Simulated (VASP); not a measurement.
BaTiO3, 5 atoms in the cell. The structure is orthorhombic, space group Cmm2 (No. 35). The conventional cell has a = 5.418 Å, b = 5.426 Å, c = 4.444 Å, α = 90.00°, β = 90.00°, γ = 90.00°. Ba (site symmetry mm2) has 12 O at 2.73 to 3.12 Å and 8 Ti at 3.47 to 3.54 Å within 3.6 Å. Ti (site symmetry mm2) has 5 O at 1.81 to 1.94 Å within 2.4 Å. O (site symmetry 2) has 2 Ti at 1.94 Å within 2.6 Å. Within 2.4 Å of O (site symmetry mm2) lie 1 Ti at 1.81 Å.  This cell differs from its parent crystal: biaxial strain in the a-b plane: -4.5 %, then relaxed in part.

| Item | Value |
| --- | --- |
| Program | VASP 6.6.1 |
| Task | single point |
| Functional | r2SCAN |
| Potentials or basis | VASP PAW PBE potentials, release 64 (Ba_sv, Ti_sv, O) |
| Cutoff | 520 eV |
| k mesh | 6 × 6 × 6 |
| Occupations | gaussian, width 0.02 eV |
| Spin | no spin polarisation |
| Hubbard terms | Ti d U = 4.0 eV |
| Dipole correction | no |
| Further INCAR settings | ALGO = Normal; EDIFF = 1e-06; NBANDS = 28 |

Potentials or basis: VASP PAW PBE potentials, release 64 (Ba_sv, Ti_sv, O).

The run is started by

```sh
$ cat potpaw_PBE.64/Ba_sv/POTCAR potpaw_PBE.64/Ti_sv/POTCAR potpaw_PBE.64/O/POTCAR > POTCAR
$ cp INCAR.step1 INCAR
$ mpirun -np 1 vasp_std > vasp.out
$ cp INCAR.step2 INCAR
$ mpirun -np 1 vasp_std > vasp.out
```

Hardware: 1 thread of Intel Xeon 8259CL (shared host).

Estimate the wall time of this run.

Run time: 7.8 min on 1 thread of Intel Xeon 8259CL, on a shared host, peak memory 0.25 GiB. Counts: k points 52.
